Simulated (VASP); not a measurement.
PrWS4, 6 atoms in the cell. Symmetry: P4/mmm, No. 123, tetragonal system. Conventional cell: a = 4.380 Å, b = 4.380 Å, c = 6.652 Å, α = 90.00°, β = 90.00°, γ = 90.00°. Pr (site symmetry 4/mmm) has 8 S at 2.91 Å within 3.8 Å. W (site symmetry 4/mmm) has 8 S at 2.60 Å within 3.4 Å. Within 3.4 Å of S (site symmetry 2mm) lie 2 W at 2.60 Å and 5 S at 2.82 to 3.10 Å and 2 Pr at 2.91 Å. The cell was generated, and may not be a known phase.

- Program: VASP 6.6.1
- Task: single point
- Functional: PBE
- Potentials or basis: VASP PAW PBE potentials, release 64 (Pr_3, W_sv, S), 4f in core
- Cutoff: 500 eV
- k mesh: 8 × 8 × 6
- Occupations: gaussian, width 0.1 eV
- Spin: collinear spin
- Starting moments: [0.0, 0.88, 0.0, 0.0, 0.0, 0.0] μB
- Dipole correction: no
- Further INCAR settings: ALGO = Normal; EDIFF = 1e-06; NBANDS = 38

Potentials or basis: VASP PAW PBE potentials, release 64 (Pr_3, W_sv, S), 4f in core.

Command:

```bash
$ cat potpaw_PBE.64/Pr_3/POTCAR potpaw_PBE.64/W_sv/POTCAR potpaw_PBE.64/S/POTCAR > POTCAR
$ mpirun -np 1 vasp_std > vasp.out
```

Hardware: 1 thread of Intel(R) Xeon(R) Platinum 8259CL CPU @ 2.50GHz (Skylake/Cascade Lake), with other jobs on the host.

Task: How long does it take, and how much memory?

Result: It took 9.1 min on 1 thread of Intel(R) Xeon(R) Platinum 8259CL CPU @ 2.50GHz (Skylake/Cascade Lake), with other jobs on the host, peak memory 0.54 GiB. Counts: scf iterations 19, k points 60.
